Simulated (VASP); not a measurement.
Here is a VASP 6.6.1 calculation.

The input INCAR:

```
SYSTEM = Be2Cd
ALGO     = Fast           ! electronic algorithm
EDIFF    = 1E-6           ! SCF threshold, eV
EDIFFG   = -0.01          ! ionic threshold
ENCUT    = 600            ! plane-wave cutoff, eV
GGA      = PE             ! functional
IBRION   = 2              ! ionic algorithm
ISIF     = 3              ! what is computed and relaxed
ISMEAR   = 0              ! smearing method
LASPH    = .True.         ! aspherical terms in the spheres
LCHARG   = .False.        ! write CHGCAR
LREAL    = .False.        ! projectors in reciprocal space
LWAVE    = .False.        ! write WAVECAR
NELM     = 80             ! most SCF steps
NSW      = 100            ! ionic steps
PREC     = Accurate       ! precision mode
SIGMA    = 0.1            ! smearing width, eV
```

File KPOINTS:

```
k-points
0
Gamma
  12 12 16
  0 0 0
```

The input POSCAR:

```
Be2Cd
1.0
    3.9741955423      0.0000000000      0.0000000000
   -1.9870977712      3.4417542992      0.0000000000
    0.0000000000      0.0000000000      2.8961987735
Be Cd
2 1
Direct
    0.3333333333      0.6666666667      0.5000000000
    0.6666666667      0.3333333333      0.5000000000
    0.0000000000      0.0000000000      0.0000000000
```

Potentials or basis: VASP PAW PBE potentials, release 64 (Be, Cd).

Run with:

```sh
$ cat potpaw_PBE.64/Be/POTCAR potpaw_PBE.64/Cd/POTCAR > POTCAR
$ mpirun -np 1 vasp_std > vasp.out
```

What does it give for the band gap on the k mesh?

Zero (bands 8 and 9 overlap by 2.90 eV).

What does it give for the relaxed volume?

13.28 Å³/atom.

Estimate the relaxed cell.

a = 3.991 Å, b = 3.991 Å, c = 2.888 Å, α = 90.00°, β = 90.00°, γ = 120.00°.

Estimate the space group after relaxing (to 0.1 Å).

P6/mmm (No. 191).

Step by step:
```csv
step,energy change (eV),largest force (eV/Å),pressure (GPa),volume (Å³)
1,0.0000,0.0000,0.57,39.61
2,-0.0007,0.0000,0.05,39.89
3,-0.0007,0.0000,-0.19,39.95
4,-0.0007,0.0000,-0.15,39.92
5,-0.0007,0.0000,-0.11,39.90
6,-0.0008,0.0000,-0.04,39.88
7,-0.0009,0.0000,0.02,39.83
```
